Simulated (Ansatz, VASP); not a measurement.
# CoPtO2: VASP beside Ansatz

```
CELL_PARAMETERS angstrom
1.41227 0.81537 5.93939
-1.41227 0.81537 5.93939
0.00000 -1.63075 5.93939
ATOMIC_POSITIONS crystal
Co 0.50000 0.50000 0.50000
Pt 0.00000 0.00000 0.00000
O 0.88776 0.88776 0.88776
O 0.11224 0.11224 0.11224
```

Alike in both runs: task electric field gradients; functional r2SCAN; k mesh 17 × 17 × 17; occupations fermi-dirac, width 0.05 eV; no spin polarisation.

|  | VASP | Ansatz |
| --- | --- | --- |
| version | VASP 6.6.1 | Ansatz 0.2.0 |
| potentials or method | VASP PAW PBE potentials, release 64 (Co, Pt, O) | PAW with Ansatz's default frozen-core files, scalar-relativistic |
| plane-wave cutoff (eV) | 520 | 500 |
| valence electrons in the cell | 31 | 47 |

Ansatz gave:

```
pressure (GPa)                                                : -0.8
traceless stress, the component that is largest in VASP (GPa) : 0.05
rms of the force components (eV/Å)                            : 0.024
size of Vzz on the site where it differs most (V/Å²)          : 89.5
```

Which values does VASP return?

Pressure (GPa): 0.5; traceless stress, the component that is largest in VASP (GPa): 0.66; rms of the force components (eV/Å): 0.011; size of Vzz on the site where it differs most (V/Å²): 22.7.

VASP's potentials were made for PBE, not for r2SCAN. Atom by atom the forces differ by 0.013 eV/Å (rms over components). One of these differences is far larger than is usual between the two programs; its cause wasn't traced. VASP's potentials hold 31 valence electrons a cell and Ansatz's 47, so a difference there can come from the potentials and not from the codes.

Neither program's run includes spin-orbit coupling.
